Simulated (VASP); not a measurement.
# C in VASP: settings compared

The runs below take C through single point, with LDA, PBEsol.

All numbers are computed with VASP 6.6.1; they aren't measurements. Logs are shortened: lines on timing, memory, paths and dates and some standing lists are left out, and cuts for length are marked.

### Step 1. The cell of the first run

The cell holds a slab with vacuum, 4 atoms: a = 2.489 Å, b = 2.489 Å, c = 24.452 Å, α = 90.00°, β = 90.00°, γ = 120.00°.

### Step 2. Single point, LDA

The input, INCAR:

```
PREC = Accurate
ENCUT = 520
EDIFF = 1E-6
ISMEAR = -1
SIGMA = 0.05
LREAL = False
LASPH = True
NELM = 100
ALGO = Normal
ISIF = 2
LWAVE = False
LCHARG = True
GGA = CA
LELF = True
LVHAR = True
NBANDS = 16
```

The input, KPOINTS:

```
Automatic mesh
0
Gamma
  12 12 2
```

The input, POSCAR:

```
C
1.0
    2.4885499956      0.0000000000      0.0000000000
   -1.2442749978      2.1551475148      0.0000000000
    0.0000000000      0.0000000000     24.4515486963
C
4
Direct
    0.6666666667      0.3333333333      0.5704754400
    0.3333333333      0.6666666667      0.4295245600
    0.0000000000      0.0000000000      0.4295312300
    0.0000000000      0.0000000000      0.5704687700
```

Potentials or basis: VASP PAW LDA potentials, release 64 (C).

Run with:

```bash
$ cat potpaw_LDA.64/C/POTCAR > POTCAR
$ mpirun -np 1 vasp_std > vasp.out
```

OUTCAR:

```text
PREC = Accurate
   ENCUT = 520
   EDIFF = 1E-6
   ISMEAR = -1
   LREAL = False
   LASPH = True
   NELM = 100
   ISIF = 2
   GGA = CA

 ion  position               nearest neighbor table
   1  0.667  0.333  0.570-   4 1.44   4 1.44   4 1.44
   2  0.333  0.667  0.430-   3 1.44   3 1.44   3 1.44
   3  0.000  0.000  0.430-   2 1.44   2 1.44   2 1.44
   4  0.000  0.000  0.570-   1 1.44   1 1.44   1 1.44

  LATTYP: Found a hexagonal cell.
 ALAT       =     2.4885499956
 C/A-ratio  =     9.8256208393

  Lattice vectors:

 A1 = (   2.4885499956,   0.0000000000,   0.0000000000)
 A2 = (  -1.2442749978,   2.1551475148,   0.0000000000)
 A3 = (   0.0000000000,   0.0000000000,  24.4515486963)

Analysis of symmetry for initial positions (statically):
=====================================================================
 Subroutine PRICEL returns:
 Original cell was already a primitive cell.

 Routine SETGRP: Setting up the symmetry group for a
 hexagonal supercell.

 Subroutine GETGRP returns: Found 12 space group operations
 (whereof 12 operations were pure point group operations)
 out of a pool of 24 trial point group operations.

The static configuration has the point symmetry D_3d.

Analysis of symmetry for dynamics (positions and initial velocities):
=====================================================================
 Subroutine PRICEL returns:
 Original cell was already a primitive cell.

 Routine SETGRP: Setting up the symmetry group for a
 hexagonal supercell.

 Subroutine GETGRP returns: Found 12 space group operations
 (whereof 12 operations were pure point group operations)
 out of a pool of 24 trial point group operations.

The dynamic configuration has the point symmetry D_3d.

 Subroutine INISYM returns: Found 12 space group operations
 (whereof 12 operations are pure point group operations),
 and found     1 'primitive' translations

----------------------------------------------------------------------------------------

                                     Primitive cell

  volume of cell :     131.1384

  direct lattice vectors                    reciprocal lattice vectors
     2.488549996  0.000000000  0.000000000     0.401840430  0.232002680  0.000000000
    -1.244274998  2.155147515  0.000000000     0.000000000  0.464005361  0.000000000
     0.000000000  0.000000000 24.451548696     0.000000000  0.000000000  0.040897205

  length of vectors
     2.488549996  2.488549996 24.451548696     0.464005361  0.464005361  0.040897205

  position of ions in fractional coordinates (direct lattice)
     0.666666667  0.333333333  0.570475440
     0.333333333  0.666666667  0.429524560
     0.000000000  0.000000000  0.429531230
     0.000000000  0.000000000  0.570468770

  ion indices of the primitive-cell ions
   primitive index   ion index
                 1           1
                 2           2
                 3           3
                 4           4

----------------------------------------------------------------------------------------

 KPOINTS: Automatic mesh

Automatic generation of k-mesh.
 Grid dimensions read from file:
 generate k-points for:   12   12    2

 Generating k-lattice:

  Cartesian coordinates                     Fractional coordinates (reciprocal lattice)
     0.033486702  0.019333557  0.000000000     0.083333333  0.000000000  0.000000000
     0.000000000  0.038667113  0.000000000     0.000000000  0.083333333  0.000000000
     0.000000000  0.000000000  0.020448603     0.000000000  0.000000000  0.500000000

  Length of vectors
     0.038667113  0.038667113  0.020448603

  Shift w.r.t. Gamma in fractional coordinates (k-lattice)
     0.000000000  0.000000000  0.000000000

 Subroutine IBZKPT returns following result:
 ===========================================

 Found     38 irreducible k-points:

 Following reciprocal coordinates:
            Coordinates               Weight
  0.000000  0.000000  0.000000      1.000000
  0.083333 -0.000000  0.000000      6.000000
  0.166667 -0.000000  0.000000      6.000000
  0.250000 -0.000000  0.000000      6.000000
  0.333333  0.000000  0.000000      6.000000
  0.416667 -0.000000  0.000000      6.000000
[... 16 lines left out ...]
  0.250000 -0.000000  0.500000      6.000000
  0.333333  0.000000  0.500000      6.000000
 [... further k-points ...]
   k-points           NKPTS =     38   k-points in BZ     NKDIM =     38   number of bands    NBANDS=     16
   number of dos      NEDOS =    301   number of ions     NIONS =      4
   total plane-waves  NPLWV =  76800
   dimension x,y,z NGX =    20 NGY =   20 NGZ =  192
   dimension x,y,z NGXF=    40 NGYF=   40 NGZF=  384
   ions per type =               4
   NGX,Y,Z   is equivalent  to a cutoff of  13.36, 13.36, 13.05 a.u.
   NGXF,Y,Z  is equivalent  to a cutoff of  26.72, 26.72, 26.11 a.u.
 SYSTEM =  unknown system
   PREC   = accura    normal or accurate (medium, high low for compatibility)
   ISTART =      0    job   : 0-new  1-cont  2-samecut
   ICHARG =      2    charge: 1-file 2-atom 10-const
   ISPIN  =      1    spin polarized calculation?
   LNONCOLLINEAR =      F non collinear calculations
   LSORBIT =      F    spin-orbit coupling
   LASPH  =      T    aspherical Exc in radial PAW
   ENCUT  =  520.0 eV  38.22 Ry    6.18 a.u.   4.63  4.63 45.46*2*pi/ulx,y,z
   NELM   =    100;   NELMIN=  2; NELMDL= -5     # of ELM steps
   EDIFF  = 0.1E-05   stopping-criterion for ELM
   LREAL  =      F    real-space projection
   EDIFFG = 0.1E-04   stopping-criterion for IOM
   NSW    =      0    number of steps for IOM
   IBRION =     -1    ionic relax: 0-MD 1-quasi-New 2-CG
   NFREE  =      0    steps in history (QN), initial steepest desc. (CG)
   ISIF   =      2    stress and relaxation
   ISYM   =      2    0-nonsym 1-usesym 2-fastsym
   POTIM  = 0.5000    time-step for ionic-motion
   TEBEG  =    0.0;   TEEND  =   0.0 temperature during run
   PSTRESS=    0.0 pullay stress
   NELECT =      16.0000    total number of electrons
   NUPDOWN=      -1.0000    fix difference up-down
   EMIN   =  10.00;   EMAX   =-10.00  energy-range for DOS
   EFERMI =   0.00;   METHOD = LEGACY
   ISMEAR =    -1;   SIGMA  =   0.05  broadening in eV -4-tet -1-fermi 0-gaus
   EFERMI_NEDOS =   21; number of points for ismear=-14 and -15
   IALGO  =     38    algorithm
   IMIX   =      4    mixing-type and parameters
     AMIX     =   0.40;   BMIX     =  1.00
     AMIX_MAG =   1.60;   BMIX_MAG =  1.00
  volume/ion in A,a.u.               =      32.78       221.24
  Fermi-wavevector in a.u.,A,eV,Ry     =   0.811967  1.534395  8.970185  0.659290
  Thomas-Fermi vector in A             =   1.921423
   LORBIT       =      0    0 simple, 1 ext, 2 COOP (PROOUT), +10 PAW based schemes
   GGA     = CA    functional components
   LHFCALC =     F    Hartree Fock is set to
   AEXX    =    0.0000 exact exchange contribution
   IVDW    =     0    specifies the selected vdW correction
   LEPSILON=     F    determine dielectric tensor
   LRPA    =     F    only Hartree local field effects (RPA)
 non-spin polarized calculation
  energy-cutoff  :      520.00
  volume of cell :      131.14
 maximum number of plane-waves:      3567
 NGX is ok and might be reduce to    20
   NGX =  9   NGY =  9   NGZ = 91

 number of electron      16.0000000 magnetization

 Free energy of the ion-electron system (eV)
  ---------------------------------------------------
  ext. energy  EPLUGINS =         0.00000000
  ---------------------------------------------------
  free energy    TOTEN  =       -40.31848823 eV

  energy without entropy =      -40.31651622  energy(sigma->0) =      -40.31750222

 E-fermi :  -2.1632     XC(G=0):  -3.3044

 val. band max:       -2.1632542808   @ k =   0.3333   0.3333   0.0000
 cond. band min:      -1.8533152722   @ k =   0.3333   0.3333   0.0000
 fundamental gap:      0.3099390086
 Fermi energy:        -2.1631846837

 k-point     1 :       0.0000    0.0000    0.0000
  band No.  band energies     occupation
      1     -21.2944      2.00000
      2     -21.1620      2.00000
      3     -10.0553      2.00000
      4      -9.1521      2.00000
      5      -5.1940      2.00000
      6      -5.1940      2.00000
[... 8 lines left out ...]
     15       4.9559      0.00000
     16       5.9229      0.00000

 k-point     2 :       0.0833   -0.0000    0.0000
  band No.  band energies     occupation
      1     -21.1333      2.00000
      2     -21.0023      2.00000
      3      -9.8606      2.00000
      4      -8.9634      2.00000
      5      -5.8248      2.00000
      6      -5.8110      2.00000
[... 8 lines left out ...]
     15       5.1738      0.00000
     16       5.9790      0.00000

 k-point     3 :       0.1667   -0.0000    0.0000
  band No.  band energies     occupation
      1     -20.6514      2.00000
      2     -20.5246      2.00000
      3      -9.2810      2.00000
      4      -8.4031      2.00000
      5      -7.4158      2.00000
      6      -7.3889      2.00000
[... 8 lines left out ...]
     15       5.7881      0.00000
     16       5.9495      0.00000

 k-point     4 :       0.2500   -0.0000    0.0000
  band No.  band energies     occupation
      1     -19.8548      2.00000
      2     -19.7347      2.00000
      3      -9.4603      2.00000
      4      -9.4183      2.00000
      5      -8.3333      2.00000
      6      -7.4919      2.00000
[... 8 lines left out ...]
     15       5.4148      0.00000
     16       5.6288      0.00000
[... 324 lines left out ...]
 k-point    22 :       0.1667   -0.0000    0.5000
  band No.  band energies     occupation
      1     -20.6514      2.00000
      2     -20.5246      2.00000
      3      -9.2810      2.00000
      4      -8.4031      2.00000
      5      -7.4158      2.00000
      6      -7.3889      2.00000
[... 8 lines left out ...]
     15       5.9014      0.00000
     16       5.9861      0.00000

 k-point    23 :       0.2500   -0.0000    0.5000
  band No.  band energies     occupation
      1     -19.8548      2.00000
      2     -19.7348      2.00000
      3      -9.4603      2.00000
      4      -9.4183      2.00000
      5      -8.3333      2.00000
      6      -7.4919      2.00000
[... 8 lines left out ...]
     15       5.6071      0.00000
     16       5.6953      0.00000

 k-point    24 :       0.3333    0.0000    0.5000
  band No.  band energies     occupation
      1     -18.7553      2.00000
      2     -18.6444      2.00000
      3     -11.6122      2.00000
      4     -11.5549      2.00000
      5      -7.8670      2.00000
      6      -7.8454      2.00000
[... 8 lines left out ...]
     15       6.1824      0.00000
     16       6.5178      0.00000

 [... further k-points ...]
[... 5 lines left out ...]
  --------------------------------------------------------------------------------------
  -------------------------------------------------------------------------------------
  Total       -4.4892107     -4.4892107     -0.1371264      0.0000000      0.0000000     -0.0000000
  in kB      -54.8467413    -54.8467413     -1.6753356      0.0000000      0.0000000     -0.0000000
  external PRESSURE =     -37.1229394 kB  Pullay stress =       0.0000000 kB

 VOLUME and BASIS-vectors are now :
 -----------------------------------------------------------------------------
  energy-cutoff  :      520.00
  volume of cell :      131.14
      direct lattice vectors                 reciprocal lattice vectors
     2.488549996  0.000000000  0.000000000     0.401840430  0.232002680  0.000000000
    -1.244274998  2.155147515  0.000000000     0.000000000  0.464005361  0.000000000
     0.000000000  0.000000000 24.451548696     0.000000000  0.000000000  0.040897205

 POSITION                                       TOTAL-FORCE (eV/Angst)
 -----------------------------------------------------------------------------------
      1.24427      0.71838     13.94901         0.000000     -0.000000     -0.006722
     -0.00000      1.43677     10.50254        -0.000000      0.000000      0.006722
      0.00000      0.00000     10.50270        -0.000000      0.000000      0.025668
      0.00000      0.00000     13.94884         0.000000     -0.000000     -0.025668
 -----------------------------------------------------------------------------------
    total drift:                               -0.000000      0.000000      0.000000

  FREE ENERGIE OF THE ION-ELECTRON SYSTEM (eV)
  ---------------------------------------------------
  free  energy   TOTEN  =       -40.3184882253 eV

  energy  without entropy=      -40.3165162174  energy(sigma->0) =      -40.31750222
```

It took 92 s on 1 thread of AMD EPYC 9R45 (Zen 5), shared host; peak memory 0.19 GiB.

What came out:

```
Free energy            : -40.3185 eV
Largest force          : 0.026 eV/Å
Band gap on the k mesh : zero (filled and empty bands touch)
```

Forces on the atoms (eV/Å):
```
C    0.000  0.000 -0.007
C    0.000  0.000  0.007
C    0.000  0.000  0.026
C    0.000  0.000 -0.026
```

### Step 3. Single point, PBEsol

The input, INCAR:

```
PREC     = Accurate       # precision mode
ENCUT    = 520            # plane-wave cutoff, eV
EDIFF    = 1E-6           # SCF threshold, eV
ISMEAR   = -1             # smearing method
SIGMA    = 0.05           # smearing width, eV
LREAL    = F              # projectors in reciprocal space
LASPH    = T              # aspherical terms in the spheres
NELM     = 80             # most SCF steps
ALGO     = Normal         # electronic algorithm
ISIF     = 2              # what is computed and relaxed
LWAVE    = F              # write WAVECAR
LCHARG   = F              # write CHGCAR
GGA      = PS             # functional
NBANDS   = 16             # bands
```

KPOINTS is that of step 2.

POSCAR is that of step 2.

Potentials or basis: VASP PAW PBE potentials, release 64 (C).

Run with:

```bash
$ cat potpaw_PBE.64/C/POTCAR > POTCAR
$ mpirun -np 1 vasp_std > vasp.out
```

Wall time 1.8 min (1 thread of AMD EPYC 9R45 (Zen 5), shared host); peak memory 0.22 GiB.

The run converged. Its results:

```yaml
Free_energy: -38.5337 eV
Largest_force: 0.017 eV/Å
Band_gap_on_the_k_mesh: zero (filled and empty bands touch)
```

Forces on the atoms (eV/Å):
```
C    0.000  0.000  0.017
C    0.000  0.000 -0.017
C    0.000  0.000 -0.001
C    0.000  0.000  0.001
```

Levels at points of the mesh, in eV from the Fermi level:
| k point | band 5 | band 6 | band 7 | band 8 | band 9 | band 10 | band 11 | band 12 |
| --- | --- | --- | --- | --- | --- | --- | --- | --- |
| (0.00, 0.00, 0.00) | -3.00 | -3.00 | -3.00 | -3.00 | 3.59 | 4.02 | 4.48 | 5.20 |
| (0.50, 0.00, 0.00) | -6.32 | -6.30 | -2.48 | -2.16 | 1.50 | 1.83 | 7.01 | 7.17 |
| (0.00, 0.00, 0.50) | -3.00 | -3.00 | -3.00 | -3.00 | 3.59 | 4.00 | 4.56 | 4.98 |
| (0.50, 0.00, 0.50) | -6.32 | -6.30 | -2.48 | -2.16 | 1.50 | 1.83 | 7.01 | 7.17 |

Caveat: the PAW data sets were made with another functional, which shifts forces and pressure a little.

(Part 1 of 2 ends here.)
